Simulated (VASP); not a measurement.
Here is a VASP 6.6.1 calculation.

POSCAR

```
NaF
1.0
    2.7934852186      0.0000000000      0.0000000000
    0.0000000000      2.7934852186      0.0000000000
    0.0000000000      0.0000000000      2.7934852186
Na F
1 1
Direct
    0.0000000000      0.0000000000      0.0000000000
    0.5000000000      0.5000000000      0.5000000000
```

The input INCAR.step1:

```
SYSTEM = NaF
PREC = Accurate
ENCUT = 520
EDIFF = 1E-5
ISMEAR = 0
SIGMA = 0.01
LREAL = .FALSE.
LASPH = .TRUE.
NELM = 60
ALGO = Normal
ISIF = 2
LWAVE = .TRUE.
LCHARG = .FALSE.
GGA = PE
NBANDS = 14
```

File INCAR.step2:

```
SYSTEM = NaF
PREC = Accurate
ENCUT = 520
EDIFF = 1E-6
ISMEAR = 0
SIGMA = 0.01
LREAL = .FALSE.
LASPH = .TRUE.
NELM = 60
ALGO = Normal
ISIF = 2
LWAVE = .FALSE.
LCHARG = .FALSE.
GGA = PE
LHFCALC = .TRUE.
AEXX = 0.05
HFSCREEN = 0.5
PRECFOCK = Normal
ISTART = 1
NBANDS = 14
```

Contents of KPOINTS:

```
regular mesh
0
G
  4 4 4
  0 0 0
```

Potentials or basis: VASP PAW PBE potentials, release 64 (Na_pv, F).

Command:

```sh
$ cat potpaw_PBE.64/Na_pv/POTCAR potpaw_PBE.64/F/POTCAR > POTCAR
$ cp INCAR.step1 INCAR
$ mpirun -np 1 vasp_std > vasp.out
$ cp INCAR.step2 INCAR
$ mpirun -np 1 vasp_std > vasp.out
```

**Question.** What does it give for the band gap on the k mesh?

**Answer.** 6.39 eV (least direct gap 6.73 eV).

**Question.** Estimate the pressure.

**Answer.** 3.8 GPa.

Caveat: the k points lie up to 0.56 Å⁻¹ apart; the PAW data sets were made with another functional, which shifts forces and pressure a little. A k mesh can miss the band edges.
